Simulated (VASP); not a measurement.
# SnO in VASP: single point with PBE+D3(BJ)

Aim: the single point of SnO with PBE+D3(BJ).

All numbers are computed with VASP 6.6.1; they aren't measurements. Logs are shortened: lines on timing, memory, paths and dates and some standing lists are left out, and cuts for length are marked.

## (1) The cell of the first run

The cell holds a slab with vacuum, 8 atoms: a = 3.820 Å, b = 3.820 Å, c = 22.226 Å, α = 90.00°, β = 90.00°, γ = 90.00°.

## (2) Single point, PBE+D3(BJ) (layers slid over each other)

INCAR reads:

```
SYSTEM = SnO
  ALGO = Normal
  DIPOL = 0.5 0.5 0.395
  EDIFF = 1E-7
  ENCUT = 520
  GGA = PE
  IDIPOL = 3
  ISIF = 2
  ISMEAR = 0
  IVDW = 12
  LASPH = .True.
  LCHARG = .False.
  LDIPOL = .True.
  LREAL = .False.
  LWAVE = .False.
  NBANDS = 50
  NELM = 60
  PREC = Accurate
  SIGMA = 0.05
```

KPOINTS reads:

```
k-points
0
Gamma
  7 7 1
  0 0 0
```

POSCAR reads:

```
SnO
1.0
    3.8201630995      0.0000000000      0.0000000000
    0.0000000000      3.8201630995      0.0000000000
    0.0000000000      0.0000000000     22.2260821294
Sn O
4 4
Direct
    0.7500000000      0.2500000000      0.2024648327
    0.2500000000      0.7500000000      0.3087832136
    0.3750000000      1.2500000000      0.4820031260
   -0.1250000000      1.7500000000      0.5883215068
    0.2500000000      0.2500000000      0.2556240231
    0.7500000000      0.7500000000      0.2556240231
   -0.1250000000      1.2500000000      0.5351623164
    0.3750000000      1.7500000000      0.5351623164
```

Potentials or basis: VASP PAW PBE potentials, release 64 (Sn_d, O).

Run with:

```
> cat potpaw_PBE.64/Sn_d/POTCAR potpaw_PBE.64/O/POTCAR > POTCAR
> mpirun -np 1 vasp_std > vasp.out
```

OUTCAR:

```text
SYSTEM = SnO
   EDIFF = 1E-7
   ENCUT = 520
   GGA = PE
   ISIF = 2
   ISMEAR = 0
   IVDW = 12
   LASPH = .True.
   LREAL = .False.
   NELM = 60
   PREC = Accurate
 IVDW          = 12

 ion  position               nearest neighbor table
   1  0.750  0.250  0.202-   5 2.25   6 2.25   6 2.25   5 2.25   2 3.59   2 3.59   2 3.59   2 3.59

   2  0.250  0.750  0.309-   5 2.25   6 2.25   5 2.25   6 2.25   1 3.59   1 3.59   1 3.59   1 3.59

   3  0.375  0.250  0.482-   7 2.25   8 2.25   8 2.25   7 2.25   4 3.59   4 3.59   4 3.59   4 3.59

   4  0.875  0.750  0.588-   7 2.25   8 2.25   7 2.25   8 2.25   3 3.59   3 3.59   3 3.59   3 3.59

   5  0.250  0.250  0.256-   1 2.25   1 2.25   2 2.25   2 2.25
   6  0.750  0.750  0.256-   1 2.25   1 2.25   2 2.25   2 2.25
   7  0.875  0.250  0.535-   3 2.25   3 2.25   4 2.25   4 2.25
   8  0.375  0.750  0.535-   3 2.25   3 2.25   4 2.25   4 2.25

  LATTYP: Found a simple tetragonal cell.
 ALAT       =     3.8201630995
 C/A-ratio  =     5.8180976965

  Lattice vectors:

 A1 = (   3.8201630995,   0.0000000000,   0.0000000000)
 A2 = (   0.0000000000,   3.8201630995,   0.0000000000)
 A3 = (   0.0000000000,   0.0000000000,  22.2260821294)

Analysis of symmetry for initial positions (statically):
=====================================================================
 Subroutine PRICEL returns:
 Original cell was already a primitive cell.

 Routine SETGRP: Setting up the symmetry group for a
 simple tetragonal supercell.

 Subroutine GETGRP returns: Found  4 space group operations
 (whereof  1 operations were pure point group operations)
 out of a pool of 16 trial point group operations.

The static configuration has the point symmetry C_1 .
 The point group associated with its full space group is C_2h.

Analysis of symmetry for dynamics (positions and initial velocities):
=====================================================================
 Subroutine PRICEL returns:
 Original cell was already a primitive cell.

 Routine SETGRP: Setting up the symmetry group for a
 simple tetragonal supercell.

 Subroutine GETGRP returns: Found  4 space group operations
 (whereof  1 operations were pure point group operations)
 out of a pool of 16 trial point group operations.

The dynamic configuration has the point symmetry C_1 .
 The point group associated with its full space group is C_2h.

 Subroutine INISYM returns: Found  4 space group operations
 (whereof  1 operations are pure point group operations),
 and found     1 'primitive' translations

[... 113 lines left out ...]
   EFERMI_NEDOS =   21; number of points for ismear=-14 and -15
   IALGO  =     38    algorithm
   IMIX   =      4    mixing-type and parameters
     AMIX     =   0.40;   BMIX     =  1.00
     AMIX_MAG =   1.60;   BMIX_MAG =  1.00
  volume/ion in A,a.u.               =      40.54       273.61
  Fermi-wavevector in a.u.,A,eV,Ry     =   1.026666  1.940118 14.341131  1.054043
  Thomas-Fermi vector in A             =   2.160571
   LORBIT       =      0    0 simple, 1 ext, 2 COOP (PROOUT), +10 PAW based schemes
   GGA     = PE    functional components
   LHFCALC =     F    Hartree Fock is set to
   AEXX    =    0.0000 exact exchange contribution
   IVDW    =    12    specifies the selected vdW correction
   LEPSILON=     F    determine dielectric tensor
   LRPA    =     F    only Hartree local field effects (RPA)
 non-spin polarized calculation
 Gauss-broadening in eV      SIGMA  =   0.05
  energy-cutoff  :      520.00
  volume of cell :      324.36
 maximum number of plane-waves:      8769
   NGX = 15   NGY = 15   NGZ = 83

 dipolmoment           0.000000      0.000000      0.000247 electrons x Angstroem

 number of electron      79.9999970 magnetization

 dipolmoment           0.000000      0.000000     -0.000003 electrons x Angstroem

 Free energy of the ion-electron system (eV)
  ---------------------------------------------------
  ext. energy  EPLUGINS =         0.00000000
  ---------------------------------------------------
  free energy    TOTEN  =       -45.17209385 eV

  energy without entropy =      -45.17209385  energy(sigma->0) =      -45.17209385

 E-fermi :   0.1733     XC(G=0):  -5.2790

 val. band max:       -0.1070651933   @ k =   0.1429   0.0000   0.0000
 cond. band min:       2.1529063840   @ k =   0.4286   0.0000   0.0000
 fundamental gap:      2.2599715774
 Fermi energy:         0.1732633244

 k-point     1 :       0.0000    0.0000    0.0000
  band No.  band energies     occupation
      1     -21.0564      2.00000
      2     -21.0564      2.00000
      3     -20.6960      2.00000
      4     -20.6959      2.00000
      5     -20.6588      2.00000
      6     -20.6586      2.00000
[... 837 lines left out ...]
     49       6.2175      0.00000
     50       6.4641      0.00000

------------------------ aborting loop because EDIFF is reached ----------------------------------------

 vacuum level on the upper side and lower side of the slab       (xc-potential included)        -0.132        -0.129

 Edisp (eV)   -1.26987

 E8    (eV) :    -0.5618

  FORCE on cell =-STRESS in cart. coord.  units (eV):
  Direction    XX          YY          ZZ          XY          YZ          ZX
  --------------------------------------------------------------------------------------
  -------------------------------------------------------------------------------------
  Total       0.19628     0.34239    -0.11832     0.00000     0.00000     0.19191
  in kB       0.96951     1.69125    -0.58443     0.00000     0.00000     0.94794
  external pressure =        0.69 kB  Pullay stress =        0.00 kB

 VOLUME and BASIS-vectors are now :
 -----------------------------------------------------------------------------
  energy-cutoff  :      520.00
  volume of cell :      324.36
      direct lattice vectors                 reciprocal lattice vectors
     3.820163100  0.000000000  0.000000000     0.261768928  0.000000000  0.000000000
     0.000000000  3.820163100  0.000000000     0.000000000  0.261768928  0.000000000
     0.000000000  0.000000000 22.226082129     0.000000000  0.000000000  0.044992185

 POSITION                                       TOTAL-FORCE (eV/Angst)
 -----------------------------------------------------------------------------------
      2.86512      0.95504      4.50000        -0.003749      0.000000     -0.075167
      0.95504      2.86512      6.86304        -0.016845     -0.000000      0.118791
      1.43256      0.95504     10.71304         0.016845     -0.000000     -0.118791
      3.34264      2.86512     13.07608         0.003749     -0.000000      0.075167
      0.95504      0.95504      5.68152         0.007711     -0.000000      0.010725
      2.86512      2.86512      5.68152        -0.022912     -0.000000      0.013335
      3.34264      0.95504     11.89456         0.022912     -0.000000     -0.013335
      1.43256      2.86512     11.89456        -0.007711     -0.000000     -0.010725
 -----------------------------------------------------------------------------------
    total drift:                               -0.000000      0.000000     -0.000223

  FREE ENERGIE OF THE ION-ELECTRON SYSTEM (eV)
  ---------------------------------------------------
  free  energy   TOTEN  =       -46.4419627083 eV

  energy  without entropy=      -46.4419627083  energy(sigma->0) =      -46.44196271

 vacuum level on the upper side and lower side of the slab         4.807         4.811
```

OSZICAR:

```text
N       E                     dE             d eps       ncg     rms          rms(c)
DAV:   1     0.933405656377E+03    0.93341E+03   -0.38319E+04  1744   0.180E+03
DAV:   2     0.129374005519E+03   -0.80403E+03   -0.77497E+03  1800   0.497E+02
DAV:   3    -0.406501075235E+02   -0.17002E+03   -0.16580E+03  1984   0.219E+02
[... 16 lines left out ...]
DAV:  20    -0.451720845883E+02   -0.73285E-05   -0.86803E-07  2212   0.102E-02    0.289E-03
DAV:  21    -0.451720910943E+02   -0.65060E-05   -0.27596E-07  1260   0.496E-03    0.184E-03
DAV:  22    -0.451720934803E+02   -0.23860E-05   -0.42375E-07  1484   0.589E-03    0.227E-04
DAV:  23    -0.451720937811E+02   -0.30081E-06   -0.11771E-07  1286   0.248E-03    0.478E-04
DAV:  24    -0.451720938481E+02   -0.66933E-07   -0.16929E-08  1182   0.130E-03
   1 F= -.46441963E+02 E0= -.46441963E+02  d E =-.389249E-16
```

Wall time 6.2 min (1 thread of Intel Xeon Platinum 8488C (Sapphire Rapids), shared host); peak memory 0.43 GiB.

Results:

```yaml
Free_energy: -46.4420 eV
Largest_force: 0.120 eV/Å
Band_gap_on_the_k_mesh: 2.26 eV (least direct gap 2.50 eV)
Dispersion_energy_per_atom: -0.159 eV
```

Forces in eV/Å, atoms in the order of the input:
```
Sn  -0.004  0.000 -0.075
Sn  -0.017  0.000  0.119
Sn   0.017  0.000 -0.119
Sn   0.004  0.000  0.075
O    0.008  0.000  0.011
O   -0.023  0.000  0.013
O    0.023  0.000 -0.013
O   -0.008  0.000 -0.011
```

Levels at points of the mesh, in eV from the valence-band top:
| k point | band 37 | band 38 | band 39 | band 40 | band 41 | band 42 | band 43 | band 44 |
| --- | --- | --- | --- | --- | --- | --- | --- | --- |
| (0.00, 0.00, 0.00) | -2.04 | -2.04 | -0.76 | -0.04 | 2.46 | 2.77 | 2.77 | 3.92 |

Caveat: the cell differs from its parent crystal (layers slid over each other); spin-orbit coupling is left out, which moves the levels of the heavy elements.
